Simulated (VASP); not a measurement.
Li16H9F7: relaxation of volume and atoms at fixed shape with PBEsol

The system is Li16H9F7.

```
F H Li
1.0
     7.98425    0.00000    0.00000
     0.00000    7.98425    0.00000
     0.00000    0.00000    7.98425
F H Li
14 18 32
Direct
  0.24863 0.00021 0.00388
  0.25149 0.49932 0.99720
  0.75264 0.00283 0.00092
  0.00267 0.24980 0.99691
  0.00076 0.74658 0.99744
  0.49833 0.25113 0.50229
  0.50378 0.74806 0.00241
  0.50426 0.74868 0.50137
  0.00354 0.00097 0.24969
  0.00116 0.99752 0.74475
  0.99369 0.49680 0.75375
  0.50383 0.99931 0.24750
  0.25578 0.75008 0.24892
  0.75395 0.25365 0.74884
  0.24297 0.99315 0.50021
  0.25284 0.50572 0.50296
  0.75234 0.00007 0.50151
  0.74867 0.49752 0.00252
  0.74652 0.49984 0.50378
  0.99611 0.25352 0.50266
  0.00042 0.74818 0.50194
  0.50183 0.25426 0.99837
  0.00073 0.50332 0.25141
  0.49641 0.99939 0.75106
  0.50373 0.49646 0.24942
  0.49897 0.50329 0.75087
  0.25768 0.24963 0.25270
  0.25020 0.24994 0.74984
  0.25125 0.74811 0.74948
  0.75399 0.25000 0.24982
  0.74770 0.74873 0.24885
  0.74918 0.74625 0.75004
  0.00481 0.00399 0.99830
  0.99785 0.00068 0.49813
  0.00074 0.49569 0.99635
  0.99659 0.49883 0.49988
  0.49812 0.99853 0.00070
  0.50092 0.99782 0.49884
  0.49990 0.49870 0.99894
  0.50037 0.50149 0.50412
  0.25023 0.24989 0.00069
  0.25466 0.25001 0.49801
  0.25241 0.75160 0.00306
  0.25115 0.75635 0.49894
  0.75181 0.24979 0.99886
  0.74685 0.24928 0.49902
  0.74998 0.75009 0.99997
  0.75040 0.75187 0.50151
  0.24971 0.99793 0.25227
  0.25155 0.99715 0.74943
  0.25089 0.49550 0.25030
  0.25018 0.49871 0.74939
  0.75153 0.99659 0.25004
  0.75151 0.00257 0.74765
  0.74990 0.49975 0.24990
  0.74688 0.50153 0.75057
  0.00387 0.25122 0.24853
  0.00091 0.25509 0.74913
  0.00197 0.75337 0.25128
  0.99686 0.74790 0.74599
  0.49909 0.24738 0.24659
  0.49664 0.24857 0.74791
  0.50107 0.75056 0.24570
  0.49624 0.74683 0.75038
```

```json
{
 "Program": "VASP 6.6.1",
 "Task": "relaxation of volume and atoms at fixed shape",
 "Functional": "PBEsol",
 "Potentials or basis": "VASP PAW PBE potentials, release 64 (F, H, Li_sv)",
 "Cutoff": "600 eV",
 "k mesh": "1 × 1 × 1, shifted",
 "Occupations": "fermi-dirac, width 0.05 eV",
 "Spin": "no spin polarisation",
 "Dipole correction": "no",
 "Further INCAR settings": "LREAL = Auto; ALGO = Normal; EDIFF = 1e-06; ISYM = 0; IBRION = 2; EDIFFG = -0.03; NSW = 100; ISIF = 8"
}
```

```yaml
Relaxed_volume: 7.99 Å³/atom
Relaxed_cell: a = 7.995 Å, b = 7.995 Å, c = 7.995 Å, α = 90.00°, β = 90.00°, γ = 90.00°
Space_group_after_relaxing_to_0.1_Å: P1 (No. 1)
Energy_gained_by_relaxing: 2.6 meV/atom
Ionic_steps: 7
Pressure_after_relaxing: 0.0 GPa
Largest_force_after_relaxing: 0.026 eV/Å
Band_gap_on_the_k_mesh: 5.15 eV (least direct gap 5.18 eV)
```

Forces in eV/Å, atoms in the order of the input:
```
F    0.003  0.015 -0.014
F    0.000 -0.009  0.004
F    0.017  0.004 -0.001
F   -0.010 -0.001  0.009
F   -0.019 -0.002  0.010
F    0.001 -0.004 -0.002
F    0.005 -0.008 -0.012
F    0.018  0.006 -0.001
F   -0.025  0.001  0.006
F   -0.011 -0.004  0.011
F    0.003 -0.005  0.000
F    0.003  0.011  0.021
F   -0.012 -0.017  0.005
F    0.005 -0.010  0.014
H    0.003  0.003 -0.001
H   -0.008 -0.002 -0.008
H   -0.001 -0.008 -0.009
H    0.000  0.001  0.002
H    0.018  0.000 -0.004
H    0.000 -0.005  0.002
H    0.006 -0.003 -0.002
H   -0.002  0.011  0.003
H   -0.002  0.001 -0.004
H    0.010  0.001 -0.001
H   -0.005  0.006 -0.005
H    0.008  0.006  0.002
H   -0.004  0.007 -0.006
H    0.006  0.004  0.012
H    0.009  0.001 -0.006
H    0.004 -0.002 -0.002
H   -0.002  0.001  0.002
H    0.001  0.001 -0.005
Li   0.003 -0.009 -0.008
Li   0.014 -0.003  0.006
Li  -0.003  0.005 -0.011
Li   0.001 -0.010  0.015
Li  -0.012  0.005  0.010
Li  -0.009  0.003 -0.007
Li   0.003  0.001  0.001
Li   0.007 -0.009  0.000
Li   0.001 -0.002  0.002
Li   0.000 -0.007 -0.002
Li  -0.005  0.016  0.002
Li  -0.002  0.014 -0.005
Li  -0.014  0.002  0.003
Li   0.009 -0.001  0.001
Li  -0.006 -0.006  0.002
Li   0.004 -0.008  0.002
Li  -0.001 -0.004  0.002
Li  -0.001  0.005 -0.003
Li  -0.002  0.006 -0.003
Li   0.006 -0.003 -0.007
Li  -0.016 -0.001  0.006
Li   0.014  0.002 -0.004
Li  -0.010 -0.003  0.008
Li   0.006  0.009 -0.011
Li  -0.001 -0.006  0.007
Li   0.006 -0.004 -0.001
Li   0.012  0.008 -0.002
Li   0.004  0.002  0.001
Li  -0.009  0.005 -0.006
Li   0.007  0.011 -0.005
Li  -0.021  0.002 -0.002
Li  -0.005 -0.016 -0.009
```

Stress tensor (GPa, compression positive):
```
 0.01 -0.02 -0.08
-0.02 -0.01  0.00
-0.08  0.00  0.03
```

Step by step:
```tsv
step	energy change (eV)	largest force (eV/Å)	pressure (GPa)	volume (Å³)
1	0.0000	0.3361	0.26	508.98
2	-0.0699	0.2246	0.15	509.93
3	-0.1378	0.1337	-0.10	512.18
4	-0.1533	0.0765	-0.07	511.89
5	-0.1637	0.0508	-0.01	511.39
6	-0.1664	0.0316	0.00	511.28
7	-0.1678	0.0259	0.01	511.12
```

Final structure:
```
CELL_PARAMETERS angstrom
7.99540 0.00000 0.00000
0.00000 7.99540 0.00000
0.00000 0.00000 7.99540
ATOMIC_POSITIONS crystal
F 0.25049 0.99963 0.00026
F 0.24991 0.50056 0.00012
F 0.75041 0.99947 0.00023
F 0.00132 0.25000 0.99930
F 0.00099 0.74971 0.99926
F 0.50140 0.24937 0.49993
F 0.50023 0.75010 0.00051
F 0.49964 0.74980 0.49904
F 0.00133 0.99975 0.24897
F 0.00012 0.00022 0.75016
F 0.99973 0.49954 0.75088
F 0.50102 0.99935 0.24975
F 0.25115 0.74999 0.24971
F 0.75080 0.24989 0.74943
H 0.24929 0.00051 0.50133
H 0.25004 0.49949 0.50040
H 0.75133 0.99933 0.50003
H 0.74885 0.49976 0.00151
H 0.75001 0.50052 0.49939
H 0.00100 0.25113 0.49826
H 0.99907 0.74907 0.49984
H 0.50072 0.25092 0.99965
H 0.99946 0.49905 0.25277
H 0.49953 0.99979 0.74904
H 0.50226 0.49777 0.25067
H 0.50006 0.49949 0.74971
H 0.25125 0.25159 0.25182
H 0.25193 0.25014 0.74744
H 0.25072 0.74941 0.74708
H 0.75099 0.25177 0.25105
H 0.75173 0.74719 0.25156
H 0.74915 0.74857 0.74842
Li 0.00110 0.99995 0.99990
Li 0.00014 0.99998 0.49958
Li 0.00115 0.49989 0.99992
Li 0.99993 0.50039 0.50064
Li 0.50035 0.99882 0.00041
Li 0.50051 0.99939 0.49903
Li 0.49933 0.50079 0.00011
Li 0.50020 0.50016 0.49984
Li 0.25079 0.25078 0.99980
Li 0.25235 0.25094 0.50001
Li 0.25138 0.74917 0.00063
Li 0.25201 0.74862 0.49902
Li 0.75124 0.24984 0.99885
Li 0.74857 0.25104 0.50047
Li 0.74977 0.74982 0.99996
Li 0.74831 0.74897 0.49957
Li 0.25037 0.99925 0.24910
Li 0.24851 0.99999 0.75030
Li 0.25028 0.50011 0.24979
Li 0.24829 0.49965 0.75071
Li 0.75210 0.00016 0.24905
Li 0.75155 0.00092 0.75063
Li 0.75148 0.49935 0.25049
Li 0.75105 0.49830 0.75017
Li 0.00067 0.24949 0.25030
Li 0.99919 0.25018 0.74916
Li 0.00099 0.75012 0.25006
Li 0.99946 0.74943 0.74949
Li 0.50185 0.24925 0.25221
Li 0.50112 0.24974 0.74779
Li 0.50112 0.75015 0.25073
Li 0.50052 0.75006 0.74842
```

Levels at points of the mesh, in eV from the valence-band top:
| k point | band 104 | band 105 | band 106 | band 107 | band 108 | band 109 |
| --- | --- | --- | --- | --- | --- | --- |
| (0.25, 0.25, 0.25) | -0.22 | -0.14 | -0.02 | 5.22 | 5.38 | 5.50 |

Wall time 26 min on 1 thread of Intel(R) Xeon(R) 6975P-C (Granite Rapids), on a shared host, peak memory 0.74 GiB.

Caveat: the cutoff is under 1.25 times the usual one of these potentials, so pressure, stress and relaxed cells hold a basis-set (Pulay) error; the PAW data sets were made with another functional, which shifts forces and pressure a little; a shifted mesh leaves out Γ, where band edges can lie. A k mesh can miss the band edges.
